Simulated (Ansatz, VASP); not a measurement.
One calculation of AlCo, two programs

Contents of INCAR:

```
SYSTEM = AlCo
PREC     = Accurate       ! precision mode
ENCUT    = 520            ! plane-wave cutoff, eV
EDIFF    = 1E-6           ! SCF threshold, eV
ISMEAR   = 0              ! smearing method
SIGMA    = 0.15           ! smearing width, eV
LREAL    = .FALSE.        ! projectors in reciprocal space
LASPH    = .TRUE.         ! aspherical terms in the spheres
NELM     = 100            ! most SCF steps
ALGO     = Fast           ! electronic algorithm
ISIF     = 2              ! what is computed and relaxed
LWAVE    = .FALSE.        ! write WAVECAR
LCHARG   = .TRUE.         ! write CHGCAR
GGA      = PS             ! functional
LELF     = .TRUE.         ! ELF
LVHAR    = .TRUE.       
NBANDS   = 13             ! bands
```

KPOINTS

```
Automatic mesh
0
G
  22 22 22
  0 0 0
```

File POSCAR:

```
AlCo
1.0
    2.9072631018      0.0000000000      0.0000000000
    0.0000000000      2.9072631018      0.0000000000
    0.0000000000      0.0000000000      2.8225855357
Al Co
1 1
Direct
    0.0000000000      0.0000000000      0.0000000000
    0.5000000000      0.5000000000      0.5000000000
```

Input for Ansatz:

```yaml
crystal:
  lattice:
    - [2.9072631018, 0.0, 0.0]
    - [0.0, 2.9072631018, 0.0]
    - [0.0, 0.0, 2.8225855357]
  atoms:
    - { symbol: Al, position: [0.0, 0.0, 0.0] }
    - { symbol: Co, position: [0.5, 0.5, 0.5] }
basis:
  ecutwfc: 420
kpoints:
  mp_grid: { grid: [22, 22, 22] }
hamiltonian:
  xc: pbesol
scf:
  occupations: { method: gaussian, width: 0.15 }
output:
  forces: true
  stress: true
  eigenvalues: true
  write_density: true
  write_potential: true
  elf: true
  volumetric_format: npy
```

Change from the starting cell: strain +0.0300 x Voigt [1, 1, 0, 0, 0, 0], atoms carried along.

Alike in both runs: task single point; functional PBEsol; k mesh 22 × 22 × 22; occupations gaussian, width 0.15 eV; no spin polarisation.

|  | VASP | Ansatz |
| --- | --- | --- |
| version | VASP 6.6.1 | Ansatz 0.2.0 |
| potentials or method | VASP PAW PBE potentials, release 64 (Al, Co), cutoff 520 eV | scalar-relativistic, plane waves, PAW |
| valence electrons in the cell | 12 | 20 |

```csv
,VASP,Ansatz,Ansatz less VASP
gap on the k mesh at the Fermi level (eV),none,none,-
pressure (GPa),-9.9,-9.9,-0.07
"traceless stress, the component that is largest in VASP (GPa)",3.24,3.23,-0.005
```

VASP's potentials were made for PBE, not for PBEsol. A gap of «none» marks a metal or a gap that the smearing closes. VASP's potentials hold 12 valence electrons a cell and Ansatz's 20, so a difference there can come from the potentials and not from the codes.
